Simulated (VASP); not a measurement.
# B33N32 (a cell with a defect) in VASP: further runs

Aim: see how the results for B33N32 (a cell with a defect) move with the level of theory and the settings. Levels: PBEsol, r2SCAN. Tasks: single point.

All numbers are computed with VASP 6.6.1; they aren't measurements. Logs are shortened: lines on timing, memory, paths and dates and some standing lists are left out, and cuts for length are marked.

## (1) The cell of the first run

The cell holds a defect, 65 atoms: a = 7.212 Å, b = 7.212 Å, c = 7.212 Å, α = 90.00°, β = 90.00°, γ = 90.00°.

## (2) Single point, PBEsol

INCAR reads:

```
SYSTEM = B33N32
  ALGO = Normal
  EDIFF = 1E-7
  ENCUT = 520
  GGA = PS
  ISIF = 2
  ISMEAR = -1
  ISYM = 0
  LASPH = .True.
  LCHARG = .True.
  LELF = .True.
  LREAL = Auto
  LVHAR = .True.
  LWAVE = .False.
  NBANDS = 168
  NELECT = 258.0
  NELM = 60
  PREC = Accurate
  SIGMA = 0.05
```

KPOINTS reads:

```
Automatic mesh
0
Gamma
  1 1 1
  0.25 0.25 0.25
```

POSCAR reads:

```
B33N32
1.0
    7.2115910000      0.0000000000      0.0000000000
    0.0000000000      7.2115910000      0.0000000000
    0.0000000000      0.0000000000      7.2115910000
B N
33 32
Direct
    0.9996380000      0.0000560000      0.0008320000
    0.9997400000      0.0001700000      0.5010020000
    0.9995080000      0.4999570000      0.0015050000
    0.9997150000      0.5001800000      0.4997670000
    0.4995310000      0.9999370000      0.0015460000
    0.4997850000      0.0001080000      0.4997820000
    0.4996350000      0.5000380000      0.9971840000
    0.4306250000      0.4310330000      0.4729820000
    0.2469370000      0.2473720000      0.9994380000
    0.2361660000      0.2365590000      0.5032930000
    0.2513060000      0.7483590000      0.9998730000
    0.2489960000      0.7507500000      0.5042320000
    0.7479500000      0.2517160000      0.9998770000
    0.7503080000      0.2494430000      0.5042330000
    0.7521130000      0.7525430000      0.9997360000
    0.7633080000      0.7636720000      0.5036650000
    0.2487660000      0.9971580000      0.2496720000
    0.2487200000      0.9975800000      0.7519170000
    0.2461500000      0.4931050000      0.2452410000
    0.2453790000      0.4968900000      0.7530450000
    0.7505060000      0.0030450000      0.2496340000
    0.7506240000      0.0025800000      0.7520340000
    0.7527110000      0.5069940000      0.2459360000
    0.7539330000      0.5033020000      0.7531770000
    0.9967330000      0.2491380000      0.2496800000
    0.9971700000      0.2491770000      0.7519040000
    0.0026470000      0.7509690000      0.2496190000
    0.0021500000      0.7510110000      0.7520240000
    0.4927310000      0.2466380000      0.2453190000
    0.4964730000      0.2457390000      0.7530900000
    0.5065370000      0.7530480000      0.2460090000
    0.5028730000      0.7544120000      0.7532260000
    0.5690980000      0.5695620000      0.4737140000
    0.1237430000      0.1241470000      0.1260930000
    0.1186860000      0.1190770000      0.6275380000
    0.1264910000      0.6242620000      0.1257560000
    0.1258260000      0.6241120000      0.6258740000
    0.6238500000      0.1268980000      0.1257880000
    0.6236990000      0.1262530000      0.6258610000
    0.6264740000      0.6268870000      0.1225900000
    0.6477120000      0.6481400000      0.6358330000
    0.3732750000      0.3736600000      0.1223040000
    0.3529490000      0.3533610000      0.6356360000
    0.3759610000      0.8737500000      0.1260650000
    0.3762110000      0.8744360000      0.6258240000
    0.8733650000      0.3763480000      0.1260450000
    0.8740450000      0.3766030000      0.6258320000
    0.8760610000      0.8764540000      0.1261460000
    0.8813670000      0.8817600000      0.6275670000
    0.3715750000      0.1206880000      0.3750090000
    0.3738710000      0.1220000000      0.8777780000
    0.3765390000      0.6230920000      0.3735100000
    0.3766190000      0.6235800000      0.8728310000
    0.8736530000      0.1266410000      0.3761040000
    0.8736600000      0.1266410000      0.8772230000
    0.8797720000      0.6285570000      0.3750390000
    0.8780620000      0.6263430000      0.8779770000
    0.1203040000      0.3719980000      0.3750000000
    0.1216170000      0.3742840000      0.8777750000
    0.1262410000      0.8740430000      0.3761060000
    0.1262440000      0.8740500000      0.8772200000
    0.6227930000      0.3770730000      0.3734990000
    0.6231830000      0.3770170000      0.8728340000
    0.6281970000      0.8801700000      0.3750660000
    0.6259520000      0.8784910000      0.8779890000
```

Potentials or basis: VASP PAW PBE potentials, release 64 (B, N).

Launch:

```bash
> cat potpaw_PBE.64/B/POTCAR potpaw_PBE.64/N/POTCAR > POTCAR
> mpirun -np 1 vasp_std > vasp.out
```

OUTCAR:

```text
SYSTEM = B33N32
   EDIFF = 1E-7
   ENCUT = 520
   GGA = PS
   ISIF = 2
   ISMEAR = -1
   ISYM = 0
   LASPH = .True.
   LREAL = Auto
   NELECT = 258.0
   NELM = 60
   PREC = Accurate

 ion  position               nearest neighbor table
   1  1.000  0.000  0.001-  48 1.55  34 1.55  55 1.57  61 1.57
   2  1.000  0.000  0.501-  49 1.51  35 1.52  54 1.57  60 1.57
   3  1.000  0.500  0.002-  57 1.55  59 1.55  46 1.56  36 1.56
   4  1.000  0.500  0.500-  56 1.55  58 1.56  47 1.56  37 1.57
   5  0.500  1.000  0.002-  65 1.55  51 1.55  44 1.56  38 1.56
   6  0.500  0.000  0.500-  64 1.55  50 1.56  45 1.56  39 1.57
   7  0.500  0.500  0.997-  53 1.54  63 1.54  42 1.57  40 1.58
   8  0.431  0.431  0.473-  33 1.41  43 1.42  52 1.61  62 1.61  10 2.00  29 2.16  19 2.16
   9  0.247  0.247  0.999-  34 1.55  59 1.56  51 1.56  42 1.56
  10  0.236  0.237  0.503-  35 1.50  43 1.53  50 1.58  58 1.58   8 2.00
  11  0.251  0.748  1.000-  61 1.55  36 1.56  44 1.57  53 1.57
  12  0.249  0.751  0.504-  37 1.55  45 1.55  60 1.56  52 1.61
  13  0.748  0.252  1.000-  55 1.55  38 1.56  46 1.57  63 1.57
  14  0.750  0.249  0.504-  39 1.55  47 1.55  54 1.56  62 1.61
  15  0.752  0.753  1.000-  65 1.56  57 1.56  40 1.56  48 1.56
  16  0.763  0.764  0.504-  49 1.50  41 1.52  64 1.59  56 1.59  33 1.99
  17  0.249  0.997  0.250-  50 1.55  60 1.55  44 1.56  34 1.56
  18  0.249  0.998  0.752-  61 1.55  51 1.56  35 1.57  45 1.57
  19  0.246  0.493  0.245-  42 1.54  36 1.54  58 1.57  52 1.62   8 2.16
  20  0.245  0.497  0.753-  59 1.55  43 1.55  37 1.56  53 1.57
  21  0.751  0.003  0.250-  64 1.54  54 1.55  38 1.56  48 1.56
  22  0.751  0.003  0.752-  55 1.55  65 1.56  49 1.57  39 1.57
  23  0.753  0.507  0.246-  40 1.54  46 1.55  56 1.57  62 1.61  33 2.16
  24  0.754  0.503  0.753-  41 1.55  57 1.55  47 1.56  63 1.57
  25  0.997  0.249  0.250-  58 1.55  54 1.55  46 1.56  34 1.56
  26  0.997  0.249  0.752-  55 1.55  59 1.56  35 1.57  47 1.57
  27  0.003  0.751  0.250-  56 1.54  60 1.55  36 1.56  48 1.56
  28  0.002  0.751  0.752-  61 1.55  57 1.56  49 1.57  37 1.57
  29  0.493  0.247  0.245-  42 1.54  38 1.54  50 1.57  62 1.62   8 2.16
  30  0.496  0.246  0.753-  51 1.54  43 1.55  39 1.56  63 1.57
  31  0.507  0.753  0.246-  40 1.54  44 1.55  64 1.57  52 1.61  33 2.16
  32  0.503  0.754  0.753-  41 1.55  65 1.55  45 1.56  53 1.57
  33  0.569  0.570  0.474-   8 1.41  41 1.42  62 1.61  52 1.61  16 1.99  31 2.16  23 2.16
  34  0.124  0.124  0.126-   9 1.55   1 1.55  25 1.56  17 1.56
  35  0.119  0.119  0.628-  10 1.50   2 1.52  18 1.57  26 1.57
  36  0.126  0.624  0.126-  19 1.54  27 1.56  11 1.56   3 1.56
  37  0.126  0.624  0.626-  12 1.55  20 1.56   4 1.57  28 1.57
  38  0.624  0.127  0.126-  29 1.54  21 1.56  13 1.56   5 1.56
  39  0.624  0.126  0.626-  14 1.55  30 1.56   6 1.57  22 1.57
[... 10 lines left out ...]
  50  0.372  0.121  0.375-  17 1.55   6 1.56  29 1.57  10 1.58
  51  0.374  0.122  0.878-  30 1.54   5 1.55   9 1.56  18 1.56
  52  0.377  0.623  0.374-  12 1.61   8 1.61  33 1.61  31 1.61  19 1.62
  53  0.377  0.624  0.873-   7 1.54  32 1.57  11 1.57  20 1.57
  54  0.874  0.127  0.376-  25 1.55  21 1.55  14 1.56   2 1.57
  55  0.874  0.127  0.877-  26 1.55  22 1.55  13 1.55   1 1.57
  56  0.880  0.629  0.375-  27 1.54   4 1.55  23 1.57  16 1.59
[... 229 lines left out ...]
   IALGO  =     38    algorithm
   IMIX   =      4    mixing-type and parameters
     AMIX     =   0.40;   BMIX     =  1.00
     AMIX_MAG =   1.60;   BMIX_MAG =  1.00
  volume/ion in A,a.u.               =       5.77        38.94
  Fermi-wavevector in a.u.,A,eV,Ry     =   1.445163  2.730963 28.415733  2.088497
  Thomas-Fermi vector in A             =   2.563376
   LORBIT       =      0    0 simple, 1 ext, 2 COOP (PROOUT), +10 PAW based schemes
   GGA     = PS    functional components
   LHFCALC =     F    Hartree Fock is set to
   AEXX    =    0.0000 exact exchange contribution
   IVDW    =     0    specifies the selected vdW correction
   LEPSILON=     F    determine dielectric tensor
   LRPA    =     F    only Hartree local field effects (RPA)
 non-spin polarized calculation
  energy-cutoff  :      520.00
  volume of cell :      375.05
 maximum number of plane-waves:     10107
 NGX is ok and might be reduce to    54
   NGX = 27   NGY = 27   NGZ = 27

 number of electron     258.0000023 magnetization

 Free energy of the ion-electron system (eV)
  ---------------------------------------------------
  ext. energy  EPLUGINS =         0.00000000
  ---------------------------------------------------
  free energy    TOTEN  =      -593.01018947 eV

  energy without entropy =     -593.01018940  energy(sigma->0) =     -593.01018944

 E-fermi :  10.6058     XC(G=0): -13.1035

 val. band max:        9.7539176062   @ k =  -0.2500  -0.2500   0.2500
 cond. band min:      11.4893182886   @ k =  -0.2500  -0.2500   0.2500
 fundamental gap:      1.7354006824
 Fermi energy:        10.6058138720

 k-point     1 :       0.2500    0.2500    0.2500
  band No.  band energies     occupation
      1     -12.6458      2.00000
      2     -11.8160      2.00000
      3     -11.4383      2.00000
      4     -11.4295      2.00000
      5     -10.7963      2.00000
      6     -10.5131      2.00000
[... 565 lines left out ...]
    140      15.6369      0.00000
    141      15.7027      0.00000
 [bands above 141 left out]

------------------------ aborting loop because EDIFF is reached ----------------------------------------

  FORCE on cell =-STRESS in cart. coord.  units (eV):
  Direction    XX          YY          ZZ          XY          YZ          ZX
  --------------------------------------------------------------------------------------
  -------------------------------------------------------------------------------------
  Total       12.7196486     12.6973674      1.9126178     20.3552964     -0.2382577     -0.2319588
  in kB       54.3365963     54.2414144      8.1704413     86.9550379     -1.0178043     -0.9908960
  external PRESSURE =      38.9161506 kB  Pullay stress =       0.0000000 kB

 VOLUME and BASIS-vectors are now :
 -----------------------------------------------------------------------------
  energy-cutoff  :      520.00
  volume of cell :      375.05
      direct lattice vectors                 reciprocal lattice vectors
     7.211591000  0.000000000  0.000000000     0.138665656  0.000000000  0.000000000
     0.000000000  7.211591000  0.000000000     0.000000000  0.138665656  0.000000000
     0.000000000  0.000000000  7.211591000     0.000000000  0.000000000  0.138665656

 POSITION                                       TOTAL-FORCE (eV/Angst)
 -----------------------------------------------------------------------------------
      7.20898      0.00040      0.00600         0.049223      0.045004      0.054931
      7.20972      0.00123      3.61302         0.050911      0.044784      0.060074
      7.20804      3.60549      0.01085         0.058024      0.058385      0.056860
      7.20954      3.60709      3.60412         0.051337      0.020816      0.060476
      3.60241      7.21114      0.01115         0.062745      0.053253      0.054631
      3.60425      0.00078      3.60422         0.019127      0.053349      0.059289
[... 57 lines left out ...]
      4.53030      6.34743      2.70482        -0.022114     -0.116128     -0.016799
      4.51411      6.33532      6.33170        -0.054991     -0.031402     -0.048058
 -----------------------------------------------------------------------------------
    total drift:                               -0.002260      0.003486     -0.013867

  FREE ENERGIE OF THE ION-ELECTRON SYSTEM (eV)
  ---------------------------------------------------
  free  energy   TOTEN  =      -593.0101894716 eV

  energy  without entropy=     -593.0101893990  energy(sigma->0) =     -593.01018944
```

Run time: 13 min. Hardware: 1 thread of Intel Xeon Platinum 8488C (Sapphire Rapids), shared host; peak memory 0.47 GiB.

What came out:

| Property | Result |
| --- | --- |
| Free energy | -593.0102 eV |
| Largest force | 0.337 eV/Å |

Forces in eV/Å, atoms in the order of the input:
```
B    0.049  0.045  0.055
B    0.051  0.045  0.060
B    0.058  0.058  0.057
B    0.051  0.021  0.060
B    0.063  0.053  0.055
B    0.019  0.053  0.059
B    0.041  0.041  0.054
B   -0.154 -0.154  0.090
B    0.066  0.058  0.051
B    0.086  0.088 -0.027
B    0.055  0.063  0.050
B    0.032  0.047  0.031
B    0.067  0.053  0.050
B    0.060  0.030  0.028
B    0.063  0.059  0.047
B    0.087  0.093 -0.125
B    0.023  0.034  0.045
B    0.050  0.047  0.037
B    0.064  0.035  0.073
B    0.052  0.054  0.036
B    0.084  0.045  0.048
B    0.049  0.044  0.038
B    0.062 -0.001  0.012
B    0.065  0.033  0.044
B    0.041  0.030  0.044
B    0.051  0.040  0.041
B    0.046  0.069  0.051
B    0.048  0.051  0.042
B    0.031  0.055  0.066
B    0.053  0.062  0.028
B    0.008  0.066  0.006
B    0.038  0.052  0.035
B    0.207  0.203  0.022
N   -0.048 -0.048 -0.038
N   -0.093 -0.085 -0.021
N   -0.057 -0.062 -0.034
N   -0.060 -0.053 -0.039
N   -0.064 -0.050 -0.033
N   -0.054 -0.062 -0.035
N   -0.062 -0.061 -0.048
N   -0.239 -0.237 -0.024
N   -0.043 -0.037 -0.055
N   -0.051 -0.059 -0.027
N   -0.030 -0.073 -0.057
N   -0.033 -0.049 -0.047
N   -0.074 -0.026 -0.059
N   -0.055 -0.027 -0.051
N   -0.052 -0.046 -0.041
N   -0.024 -0.022 -0.003
N   -0.031 -0.019 -0.041
N   -0.054 -0.034 -0.033
N   -0.005  0.057 -0.021
N   -0.020 -0.043 -0.063
N   -0.083 -0.024 -0.056
N   -0.059 -0.048 -0.042
N   -0.111 -0.009 -0.016
N   -0.037 -0.050 -0.050
N   -0.028 -0.043 -0.043
N   -0.037 -0.049 -0.037
N   -0.025 -0.072 -0.059
N   -0.054 -0.056 -0.041
N    0.043 -0.016 -0.018
N   -0.048 -0.021 -0.064
N   -0.022 -0.116 -0.017
N   -0.055 -0.031 -0.048
```

Caveat: the cell carries a net charge on a neutralising background, which shifts energy and pressure; the cell is charged against a uniform background, so pressure and absolute levels hang on convention; the PAW data sets were made with another functional, which shifts forces and pressure a little.

## (3) Single point, PBEsol

INCAR reads:

```
PREC = Accurate
ENCUT = 520
EDIFF = 1E-6
ISMEAR = -1
SIGMA = 0.05
LREAL = Auto
LASPH = T
NELM = 100
ALGO = Normal
ISIF = 2
LWAVE = F
LCHARG = F
GGA = PS
NBANDS = 168
NELECT = 256.0
ISYM = 0
```

KPOINTS is that of step 2.

POSCAR reads:

```
B33N32
1.0
    7.2115910000      0.0000000000      0.0000000000
    0.0000000000      7.2115910000      0.0000000000
    0.0000000000      0.0000000000      7.2115910000
B N
33 32
Direct
    0.9994440000      0.9998620000      0.0004710000
    0.9997940000      0.0002050000      0.5016780000
    0.9994140000      0.4998410000      0.0002550000
    0.9998280000      0.5002400000      0.5026460000
    0.4994240000      0.9998220000      0.0002590000
    0.4998320000      0.0002320000      0.5026490000
    0.4995350000      0.4999430000      0.9963040000
    0.4202680000      0.4206880000      0.4608150000
    0.2459300000      0.2463430000      0.9979290000
    0.2353680000      0.2357590000      0.5009100000
    0.2503350000      0.7490830000      0.9993690000
    0.2482310000      0.7520610000      0.5077160000
    0.7486760000      0.2507480000      0.9993690000
    0.7516430000      0.2486430000      0.5077220000
    0.7528490000      0.7532670000      0.9984620000
    0.7644520000      0.7648630000      0.5016300000
    0.2466740000      0.9969680000      0.2488880000
    0.2490780000      0.9982640000      0.7531610000
    0.2404460000      0.4905240000      0.2381990000
    0.2445050000      0.5002650000      0.7544440000
    0.7520770000      0.0027040000      0.2492290000
    0.7502410000      0.0021590000      0.7533460000
    0.7573660000      0.5084450000      0.2394490000
    0.7551310000      0.5000510000      0.7548590000
    0.9965630000      0.2470750000      0.2488920000
    0.9978590000      0.2494930000      0.7531540000
    0.0022980000      0.7524940000      0.2492270000
    0.0017460000      0.7506550000      0.7533450000
    0.4901360000      0.2408670000      0.2382070000
    0.4998480000      0.2449190000      0.7544440000
    0.5079980000      0.7577360000      0.2394730000
    0.4996400000      0.7555350000      0.7548560000
    0.5799030000      0.5802890000      0.4625210000
    0.1235980000      0.1240080000      0.1261450000
    0.1209040000      0.1213090000      0.6285060000
    0.1265180000      0.6249780000      0.1267300000
    0.1250120000      0.6247360000      0.6266380000
    0.6245750000      0.1269230000      0.1267290000
    0.6243180000      0.1254210000      0.6266440000
    0.6260650000      0.6264670000      0.1224540000
    0.6378020000      0.6382040000      0.6359890000
    0.3732300000      0.3736330000      0.1223920000
    0.3624510000      0.3628830000      0.6346800000
    0.3751390000      0.8735440000      0.1268200000
    0.3758450000      0.8756690000      0.6268330000
    0.8731320000      0.3755510000      0.1268310000
    0.8752630000      0.3762570000      0.6268400000
    0.8759370000      0.8763450000      0.1264430000
    0.8793280000      0.8797410000      0.6291270000
    0.3730570000      0.1232710000      0.3751190000
    0.3743140000      0.1230360000      0.8776820000
    0.3826190000      0.6189800000      0.3859900000
    0.3758970000      0.6245010000      0.8742080000
    0.8731250000      0.1271320000      0.3770790000
    0.8740520000      0.1262970000      0.8774820000
    0.8770080000      0.6273450000      0.3756800000
    0.8774010000      0.6260710000      0.8778280000
    0.1228710000      0.3734610000      0.3751330000
    0.1226230000      0.3747270000      0.8776910000
    0.1267250000      0.8735300000      0.3770760000
    0.1258810000      0.8744620000      0.8774840000
    0.6185510000      0.3830020000      0.3860350000
    0.6240870000      0.3763050000      0.8742120000
    0.6269370000      0.8774130000      0.3756880000
    0.6256600000      0.8778130000      0.8778300000
```

Potentials or basis: VASP PAW PBE potentials, release 64 (B, N).

Launch:

```bash
> cat potpaw_PBE.64/B/POTCAR potpaw_PBE.64/N/POTCAR > POTCAR
> mpirun -np 1 vasp_std > vasp.out
```

Wall time 10 min (1 thread of Intel Xeon Platinum 8488C (Sapphire Rapids), shared host); peak memory 0.47 GiB.

It converged, with:

```yaml
Free_energy: -612.3406 eV
Largest_force: 0.163 eV/Å
```

Forces on the atoms (eV/Å):
```
B    0.058  0.057  0.051
B    0.038  0.038  0.101
B    0.053  0.070  0.055
B    0.038  0.044  0.047
B    0.071  0.054  0.054
B    0.043  0.039  0.046
B    0.050  0.050  0.050
B   -0.051 -0.050 -0.071
B    0.068  0.067  0.056
B    0.037  0.039  0.077
B    0.067  0.082  0.061
B    0.022  0.051  0.029
B    0.081  0.067  0.062
B    0.052  0.020  0.029
B    0.062  0.060  0.046
B    0.035  0.036  0.086
B    0.081  0.066  0.087
B    0.048  0.059  0.049
B    0.056  0.043  0.075
B    0.058  0.046  0.039
B    0.077  0.048  0.088
B    0.078  0.031  0.046
B    0.091  0.047  0.031
B    0.049  0.045  0.049
B    0.066  0.082  0.088
B    0.058  0.047  0.050
B    0.049  0.075  0.087
B    0.030  0.078  0.046
B    0.042  0.055  0.075
B    0.046  0.060  0.039
B    0.052  0.094  0.029
B    0.045  0.050  0.049
B    0.073  0.072  0.013
N   -0.050 -0.051 -0.052
N   -0.056 -0.055 -0.049
N   -0.058 -0.043 -0.051
N   -0.047 -0.069 -0.048
N   -0.043 -0.057 -0.051
N   -0.069 -0.047 -0.048
N   -0.037 -0.035 -0.027
N   -0.042 -0.041 -0.068
N   -0.012 -0.011 -0.090
N   -0.003 -0.007  0.013
N   -0.069 -0.056 -0.067
N   -0.051 -0.055 -0.065
N   -0.054 -0.069 -0.069
N   -0.055 -0.051 -0.067
N   -0.058 -0.058 -0.066
N   -0.061 -0.062 -0.134
N   -0.007 -0.065 -0.045
N   -0.066 -0.060 -0.072
N   -0.050 -0.041  0.067
N   -0.067 -0.077 -0.062
N   -0.050 -0.063 -0.081
N   -0.059 -0.057 -0.055
N   -0.059 -0.110 -0.101
N   -0.052 -0.076 -0.033
N   -0.066 -0.007 -0.048
N   -0.059 -0.065 -0.074
N   -0.063 -0.048 -0.081
N   -0.056 -0.059 -0.055
N   -0.039 -0.047  0.061
N   -0.075 -0.067 -0.063
N   -0.111 -0.059 -0.103
N   -0.077 -0.053 -0.034
```

Levels at points of the mesh, in eV from the Fermi level:
```
           k point  band 124  band 125  band 126  band 127  band 128  band 129  band 130  band 131  band 132  band 133
(0.25, 0.25, 0.25)     -2.10     -2.06     -1.99     -1.32     -1.29      1.35      2.46      4.22      4.64      4.96
```

Caveat: the cell carries a net charge on a neutralising background, which shifts energy and pressure; the cell is charged against a uniform background, so pressure and absolute levels hang on convention; the PAW data sets were made with another functional, which shifts forces and pressure a little.

(Continued in part 2 of 3.)
